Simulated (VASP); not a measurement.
# Y16C (a cell with a defect) in VASP: notebook

The runs below take Y16C (a cell with a defect) through single point, with PBE+D3(BJ).

Everything below comes from runs of VASP 6.6.1. Logs are shortened: lines on timing, memory, paths and dates and some standing lists are left out, and cuts for length are marked.

## Step 1: The cell of the first run

The cell holds a defect, 17 atoms: a = 7.300 Å, b = 6.322 Å, c = 11.468 Å, α = 90.00°, β = 90.00°, γ = 90.00°.

## Step 2: Single point, PBE+D3(BJ)

INCAR

```
SYSTEM = Y16C
PREC = Accurate ; ENCUT = 520
EDIFF = 1E-6 ; ISMEAR = -1
SIGMA = 0.1 ; LREAL = Auto
LASPH = .True. ; NELM = 80
ALGO = Normal ; ISIF = 2
LWAVE = .False. ; LCHARG = .False.
GGA = PE ; IVDW = 12
NBANDS = 104
```

KPOINTS

```
regular mesh
0
Gamma
  2 2 1
  0 0 0
```

POSCAR

```
Y16C
1.0
   -3.6500000000     -6.3219850000      0.0000000000
    5.4750000000     -3.1609930000      0.0000000000
    0.0000000000      0.0000000000     11.4683000000
Y C
16 1
Direct
    0.7408006501      0.5256479220      0.0135416757
    0.4864989484      0.3447527236      0.2412214539
    0.7210636605      0.5075766869      0.4971966202
    0.5051549034      0.3131352324      0.7498931838
    0.5041595108      0.0107912720      0.0081005903
    0.2401859819      0.7918865450      0.2654883461
    0.5006935898      0.0199692425      0.4904650210
    0.2706051045      0.8430700696      0.7371449997
    0.2308764165      0.4980089352     -0.0004795829
    0.0200257811      0.3044920733      0.2534813355
    0.2331703685      0.4790268210      0.5064830882
    0.0124617740      0.3215498585      0.7335524882
    0.0114445252      0.0173831081      0.0044906394
    0.7466516162      0.8417860090      0.2477350610
    0.0080269995      0.0100453969      0.4993242242
    0.7643759903      0.8402506602      0.7530322716
    0.2721935548      0.1465034657      0.6177899078
```

Potentials or basis: VASP PAW PBE potentials, release 64 (Y_sv, C).

Launch:

```sh
$ cat potpaw_PBE.64/Y_sv/POTCAR potpaw_PBE.64/C/POTCAR > POTCAR
$ mpirun -np 1 vasp_std > vasp.out
```

OUTCAR:

```text
SYSTEM = Y16C
   PREC = Accurate
   ENCUT = 520
   EDIFF = 1E-6
   ISMEAR = -1
   LREAL = Auto
   LASPH = .True.
   NELM = 80
   ISIF = 2
   GGA = PE
   IVDW = 12
 IVDW          = 12

 ion  position               nearest neighbor table
   1  0.741  0.526  0.014-  14 3.35   2 3.40   5 3.52   9 3.59  16 3.59  13 3.68   5 3.69  10 3.70
                             4 3.73   9 3.73  13 3.77  12 3.99
   2  0.486  0.345  0.241-   6 3.36   1 3.40   5 3.41  10 3.42   9 3.48   7 3.52   3 3.55  11 3.66
                            14 3.67  14 3.70  10 3.91   6 3.94
   3  0.721  0.508  0.497-   7 3.48   4 3.52   2 3.55  14 3.56  11 3.57   7 3.62  16 3.62  12 3.64
                            11 3.74  10 3.77  15 3.78  15 3.81
   4  0.505  0.313  0.750-  17 2.51   8 3.43   7 3.51   3 3.52   5 3.52  16 3.54  11 3.58  12 3.60
                             9 3.68  12 3.71   1 3.73   8 3.77  16 3.83
   5  0.504  0.011  0.008-   2 3.41  14 3.44   1 3.52   4 3.52  13 3.60  16 3.65   9 3.67   1 3.69
                             8 3.70  13 3.70   6 3.79   9 3.81
   6  0.240  0.792  0.265-   2 3.36  11 3.40  15 3.46  10 3.48   7 3.51   9 3.57  10 3.62  14 3.62
                            13 3.71  14 3.72   5 3.79   2 3.94
   7  0.501  0.020  0.490-  17 2.36   8 3.47   3 3.48  14 3.50  11 3.50   4 3.51   6 3.51   2 3.52
                            15 3.60   3 3.62  15 3.71  16 3.75  11 3.94
   8  0.271  0.843  0.737-  17 2.36   4 3.43   7 3.47  15 3.50  11 3.52  12 3.56  16 3.61   5 3.70
                            16 3.70   9 3.73   4 3.77  13 3.77  12 3.80
   9  0.231  0.498  1.000-  13 3.44   2 3.48  10 3.51   6 3.57   1 3.59  12 3.62  13 3.65   5 3.67
                             4 3.68   8 3.73   1 3.73   5 3.81
  10  0.020  0.304  0.253-  15 3.38  13 3.38   2 3.42  11 3.47   6 3.48   9 3.51  14 3.54   6 3.62
                             1 3.70   3 3.77   2 3.91  14 3.94
  11  0.233  0.479  0.506-  17 2.48  12 3.22  15 3.39   6 3.40  10 3.47   7 3.50   8 3.52   3 3.57
                             4 3.58   2 3.66  15 3.74   3 3.74   7 3.94
  12  0.012  0.322  0.734-  17 2.57  11 3.22  15 3.33  16 3.55   8 3.56   4 3.60   9 3.62   3 3.64
                            13 3.65   4 3.71  16 3.75   8 3.80   1 3.99
  13  0.011  0.017  0.004-  10 3.38   9 3.44  14 3.57  16 3.58   5 3.60   9 3.65  12 3.65   1 3.68
                             5 3.70   6 3.71   8 3.77   1 3.77
  14  0.747  0.842  0.248-   1 3.35   5 3.44   7 3.50  10 3.54   3 3.56  13 3.57  15 3.62   6 3.62
                             2 3.67   2 3.70   6 3.72  10 3.94
  15  0.008  0.010  0.499-  17 2.51  12 3.33  10 3.38  11 3.39   6 3.46   8 3.50  16 3.58   7 3.60
                            14 3.62   7 3.71  11 3.74   3 3.78   3 3.81
  16  0.764  0.840  0.753-   4 3.54  12 3.55  15 3.58  13 3.58   1 3.59   8 3.61   3 3.62   5 3.65
                             8 3.70   7 3.75  12 3.75   4 3.83
  17  0.272  0.147  0.618-   8 2.36   7 2.36  11 2.48   4 2.51  15 2.51  12 2.57

  LATTYP: Found a simple orthorhombic cell.
 ALAT       =     6.3219855857
 B/A-ratio  =     1.1547004518
 C/A-ratio  =     1.8140345062

  Lattice vectors:

 A1 = (  -5.4750000000,   3.1609930000,   0.0000000000)
 A2 = (  -3.6500000000,  -6.3219850000,   0.0000000000)
 A3 = (   0.0000000000,   0.0000000000,  11.4683000000)

Analysis of symmetry for initial positions (statically):
=====================================================================
 Subroutine PRICEL returns:
 Original cell was already a primitive cell.

 Routine SETGRP: Setting up the symmetry group for a
 simple orthorhombic supercell.

 Subroutine GETGRP returns: Found  1 space group operations
 (whereof  1 operations were pure point group operations)
 out of a pool of  8 trial point group operations.

The static configuration has the point symmetry C_1 .

Analysis of symmetry for dynamics (positions and initial velocities):
=====================================================================
 Subroutine PRICEL returns:
 Original cell was already a primitive cell.

 Routine SETGRP: Setting up the symmetry group for a
 simple orthorhombic supercell.

 Subroutine GETGRP returns: Found  1 space group operations
 (whereof  1 operations were pure point group operations)
 out of a pool of  8 trial point group operations.

The dynamic configuration has the point symmetry C_1 .

 Subroutine INISYM returns: Found  1 space group operations
 (whereof  1 operations are pure point group operations),
 and found     1 'primitive' translations

----------------------------------------------------------------------------------------

                                     Primitive cell

  volume of cell :     529.2677

  direct lattice vectors                    reciprocal lattice vectors
    -3.650000000 -6.321985000  0.000000000    -0.068493159 -0.118633621  0.000000000
     5.475000000 -3.160993000  0.000000000     0.136986296 -0.079089080  0.000000000
     0.000000000  0.000000000 11.468300000     0.000000000  0.000000000  0.087196882
[... 54 lines left out ...]
    -0.034246579 -0.059316810  0.000000000     0.500000000  0.000000000  0.000000000
     0.068493148 -0.039544540  0.000000000    -0.000000000  0.500000000  0.000000000
     0.000000000  0.000000000  0.087196882     0.000000000  0.000000000  1.000000000

  Length of vectors
     0.068493154  0.079089076  0.087196882

  Shift w.r.t. Gamma in fractional coordinates (k-lattice)
     0.000000000  0.000000000  0.000000000

 Subroutine IBZKPT returns following result:
 ===========================================

 Found      4 irreducible k-points:

 Following reciprocal coordinates:
            Coordinates               Weight
  0.000000  0.000000  0.000000      1.000000
  0.500000  0.000000  0.000000      1.000000
 -0.000000  0.500000  0.000000      1.000000
  0.500000  0.500000  0.000000      1.000000
   k-points           NKPTS =      4   k-points in BZ     NKDIM =      4   number of bands    NBANDS=    104
   number of dos      NEDOS =    301   number of ions     NIONS =     17
   total plane-waves  NPLWV = 233280
   dimension x,y,z NGX =    54 NGY =   48 NGZ =   90
   dimension x,y,z NGXF=   108 NGYF=   96 NGZF=  180
   ions per type =              16   1
   NGX,Y,Z   is equivalent  to a cutoff of  12.30, 12.62, 13.05 a.u.
   NGXF,Y,Z  is equivalent  to a cutoff of  24.60, 25.24, 26.09 a.u.
 SYSTEM =  Y16C
   PREC   = accura    normal or accurate (medium, high low for compatibility)
   ISTART =      0    job   : 0-new  1-cont  2-samecut
   ICHARG =      2    charge: 1-file 2-atom 10-const
   ISPIN  =      1    spin polarized calculation?
   LNONCOLLINEAR =      F non collinear calculations
   LSORBIT =      F    spin-orbit coupling
   LASPH  =      T    aspherical Exc in radial PAW
   ENCUT  =  520.0 eV  38.22 Ry    6.18 a.u.  13.57 11.75 21.32*2*pi/ulx,y,z
   NELM   =     80;   NELMIN=  2; NELMDL= -5     # of ELM steps
   EDIFF  = 0.1E-05   stopping-criterion for ELM
   LREAL  =      T    real-space projection
   EDIFFG = 0.1E-04   stopping-criterion for IOM
   NSW    =      0    number of steps for IOM
   IBRION =     -1    ionic relax: 0-MD 1-quasi-New 2-CG
   NFREE  =      0    steps in history (QN), initial steepest desc. (CG)
   ISIF   =      2    stress and relaxation
   ISYM   =      2    0-nonsym 1-usesym 2-fastsym
   POTIM  = 0.5000    time-step for ionic-motion
   TEBEG  =    0.0;   TEEND  =   0.0 temperature during run
   PSTRESS=    0.0 pullay stress
   NELECT =     180.0000    total number of electrons
   NUPDOWN=      -1.0000    fix difference up-down
   EMIN   =  10.00;   EMAX   =-10.00  energy-range for DOS
   EFERMI =   0.00;   METHOD = LEGACY
   ISMEAR =    -1;   SIGMA  =   0.10  broadening in eV -4-tet -1-fermi 0-gaus
   EFERMI_NEDOS =   21; number of points for ismear=-14 and -15
   IALGO  =     38    algorithm
   IMIX   =      4    mixing-type and parameters
     AMIX     =   0.40;   BMIX     =  1.00
     AMIX_MAG =   1.60;   BMIX_MAG =  1.00
  volume/ion in A,a.u.               =      31.13       210.10
  Fermi-wavevector in a.u.,A,eV,Ry     =   1.142722  2.159431 17.766668  1.305813
  Thomas-Fermi vector in A             =   2.279419
   LORBIT       =      0    0 simple, 1 ext, 2 COOP (PROOUT), +10 PAW based schemes
   GGA     = PE    functional components
   LHFCALC =     F    Hartree Fock is set to
   AEXX    =    0.0000 exact exchange contribution
   IVDW    =    12    specifies the selected vdW correction
   LEPSILON=     F    determine dielectric tensor
   LRPA    =     F    only Hartree local field effects (RPA)
 non-spin polarized calculation
  energy-cutoff  :      520.00
  volume of cell :      529.27
 maximum number of plane-waves:     14300
   NGX = 27   NGY = 23   NGZ = 43

 number of electron     180.0000002 magnetization

 Free energy of the ion-electron system (eV)
  ---------------------------------------------------
  ext. energy  EPLUGINS =         0.00000000
  ---------------------------------------------------
  free energy    TOTEN  =      -112.19619732 eV

  energy without entropy =     -111.24450437  energy(sigma->0) =     -111.72035084

 E-fermi :   3.0740     XC(G=0):  -9.4659

 val. band max:        3.0401167541   @ k =   0.5000   0.5000   0.0000
 cond. band min:       3.0807435788   @ k =   0.0000   0.0000   0.0000
 fundamental gap:      0.0406268247
 Fermi energy:         3.0740220063

 k-point     1 :       0.0000    0.0000    0.0000
  band No.  band energies     occupation
      1     -39.7655      2.00000
      2     -39.7270      2.00000
      3     -39.7056      2.00000
      4     -39.6719      2.00000
      5     -39.6607      2.00000
      6     -39.6419      2.00000
[... 409 lines left out ...]
    101       3.9579      0.00029
    102       4.0172      0.00016
 [bands above 102 left out]

------------------------ aborting loop because EDIFF is reached ----------------------------------------

 Edisp (eV)   -5.53676

 E8    (eV) :    -2.8952

  FORCE on cell =-STRESS in cart. coord.  units (eV):
  Direction    XX          YY          ZZ          XY          YZ          ZX
  --------------------------------------------------------------------------------------
  -------------------------------------------------------------------------------------
  Total      -4.31280    -4.12956    -4.05336    -3.30892     0.55352     0.83385
  in kB     -13.05552   -12.50085   -12.27017   -10.01663     1.67558     2.52420
  external pressure =      -12.61 kB  Pullay stress =        0.00 kB

 VOLUME and BASIS-vectors are now :
 -----------------------------------------------------------------------------
  energy-cutoff  :      520.00
  volume of cell :      529.27
      direct lattice vectors                 reciprocal lattice vectors
    -3.650000000 -6.321985000  0.000000000    -0.068493159 -0.118633621  0.000000000
     5.475000000 -3.160993000  0.000000000     0.136986296 -0.079089080  0.000000000
     0.000000000  0.000000000 11.468300000     0.000000000  0.000000000  0.087196882

 POSITION                                       TOTAL-FORCE (eV/Angst)
 -----------------------------------------------------------------------------------
      0.17400     -6.34490      0.15530        -0.560442     -0.075074     -0.403320
      0.11180     -4.16540      2.76640        -0.325629     -0.077710      0.144661
      0.14710     -6.16300      5.70200        -0.122414     -0.652830     -0.136279
     -0.12940     -4.18340      8.60000         0.348516      0.274091     -0.087387
     -1.78110     -3.22140      0.09290        -0.085416      0.205445     -0.025649
      3.45890     -4.02160      3.04470         0.465366     -0.284133     -0.795172
[... 9 lines left out ...]
      1.81040     -7.48840      8.63600        -0.362904      0.195277      0.026577
     -0.19140     -2.18390      7.08500         0.729030      0.013704      0.177304
 -----------------------------------------------------------------------------------
    total drift:                                0.000549      0.004407      0.001442

  FREE ENERGIE OF THE ION-ELECTRON SYSTEM (eV)
  ---------------------------------------------------
  free  energy   TOTEN  =      -117.7329537985 eV

  energy  without entropy=     -116.7812608501  energy(sigma->0) =     -117.25710732
```

It took 6.5 min on 1 thread of Intel Xeon 6975P-C (Granite Rapids), shared host; peak memory 0.58 GiB.

What came out:

```
Free energy                : -117.7330 eV
Pressure                   : -1.3 GPa
Largest force              : 0.964 eV/Å
Band gap on the k mesh     : zero (bands 90 and 91 overlap by 0.10 eV)
Dispersion energy per atom : -0.326 eV
```

Forces in eV/Å, atoms in the order of the input:
```
Y   -0.560 -0.075 -0.403
Y   -0.326 -0.078  0.145
Y   -0.122 -0.653 -0.136
Y    0.349  0.274 -0.087
Y   -0.085  0.205 -0.026
Y    0.465 -0.284 -0.795
Y   -0.120  0.251  0.280
Y    0.072  0.094  0.362
Y    0.111 -0.411 -0.083
Y    0.514  0.435 -0.154
Y   -0.309 -0.294  0.020
Y   -0.019 -0.015  0.369
Y   -0.031  0.384 -0.099
Y   -0.095 -0.205  0.022
Y   -0.209  0.162  0.382
Y   -0.363  0.195  0.027
C    0.729  0.014  0.177
```

Stress tensor (GPa, compression positive):
```
-1.31 -1.00  0.25
-1.00 -1.25  0.17
 0.25  0.17 -1.23
```

Caveat: the k points lie up to 0.55 Å⁻¹ apart.

## Step 3: Single point, PBE+D3(BJ)

INCAR

```
PREC = Accurate
ENCUT = 520
EDIFF = 1E-6
ISMEAR = -1
SIGMA = 0.1
LREAL = Auto
LASPH = True
NELM = 60
ALGO = Normal
ISIF = 2
LWAVE = False
LCHARG = False
GGA = PE
IVDW = 12
NBANDS = 104
```

KPOINTS

```
regular mesh
0
Gamma
  2 2 1
```

POSCAR

```
Y16C
1.0
   -3.6500000000     -6.3219850000      0.0000000000
    5.4750000000     -3.1609930000      0.0000000000
    0.0000000000      0.0000000000     11.4683000000
Y C
16 1
Direct
    0.7652441710      0.4877700866     -0.0002267119
    0.4966171525      0.3280278733      0.2454592224
    0.7585172781      0.5322900575      0.4838642170
    0.4783686563      0.3319717983      0.7557266552
    0.4932156348     -0.0033539603      0.0087720063
    0.2350640948      0.8299696705      0.2320221829
    0.4814499694      0.0083456417      0.4985830507
    0.2748673780      0.8569435488      0.7489688969
    0.2480688129      0.5370504415     -0.0077779619
   -0.0308163623      0.3162046169      0.2487552645
    0.2595243854      0.4850345218      0.5055675209
    0.0078935439      0.3297372484      0.7581420088
   -0.0089617046      0.0049844344     -0.0019096117
    0.7612617211      0.8419553027      0.2496185136
    0.0069687402     -0.0164683285      0.5180105159
    0.7722356366      0.7971981870      0.7565724650
    0.2477862508      0.1591269070      0.6217660856
```

Potentials or basis: VASP PAW PBE potentials, release 64 (Y_sv, C).

Launch:

```sh
$ cat potpaw_PBE.64/Y_sv/POTCAR potpaw_PBE.64/C/POTCAR > POTCAR
$ mpirun -np 1 vasp_std > vasp.out
```

Run time: 6.3 min. Hardware: 1 thread of Intel Xeon 6975P-C (Granite Rapids), shared host; peak memory 0.57 GiB.

Results (log left out):

- Free energy: -117.5027 eV
- Pressure: -1.1 GPa
- Largest force: 1.033 eV/Å
- Band gap on the k mesh: zero (bands 90 and 91 overlap by 0.09 eV)
- Dispersion energy per atom: -0.325 eV

Forces on the atoms (eV/Å):
```
Y    0.668  0.388  0.434
Y    0.471 -0.125 -0.120
Y   -0.434  0.776  0.525
Y   -0.538 -0.426 -0.501
Y   -0.062 -0.460 -0.249
Y   -0.073 -0.057  0.748
Y   -0.026 -0.465  0.021
Y    0.025  0.499  0.053
Y   -0.638  0.473  0.353
Y   -0.237 -0.880  0.034
Y   -0.056  0.440 -0.105
Y   -0.392  0.063 -0.915
Y   -0.147 -0.243  0.038
Y   -0.069  0.638 -0.301
Y    0.636 -0.425 -0.312
Y    0.677  0.263 -0.001
C    0.195 -0.460  0.298
```

Stress tensor (GPa, compression positive):
```
-0.88 -0.32 -0.12
-0.32 -1.12  0.22
-0.12  0.22 -1.23
```

Levels at points of the mesh, in eV from the Fermi level:
| k point | band 86 | band 87 | band 88 | band 89 | band 90 | band 91 | band 92 | band 93 | band 94 | band 95 |
| --- | --- | --- | --- | --- | --- | --- | --- | --- | --- | --- |
| (0.00, 0.00, 0.00) | -0.35 | -0.31 | -0.24 | -0.14 | -0.03 | 0.05 | 0.10 | 0.21 | 0.25 | 0.33 |
| (0.50, 0.00, 0.00) | -0.34 | -0.23 | -0.09 | 0.04 | 0.04 | 0.09 | 0.13 | 0.22 | 0.28 | 0.29 |
| (0.00, 0.50, 0.00) | -0.30 | -0.15 | -0.12 | -0.07 | 0.00 | 0.09 | 0.12 | 0.14 | 0.20 | 0.25 |
| (0.50, 0.50, 0.00) | -0.40 | -0.35 | -0.15 | -0.14 | -0.06 | -0.05 | 0.00 | 0.03 | 0.19 | 0.22 |

Caveat: the k points lie up to 0.55 Å⁻¹ apart.

The gap in the log of VASP goes by the Fermi energy; the results here count the filled bands.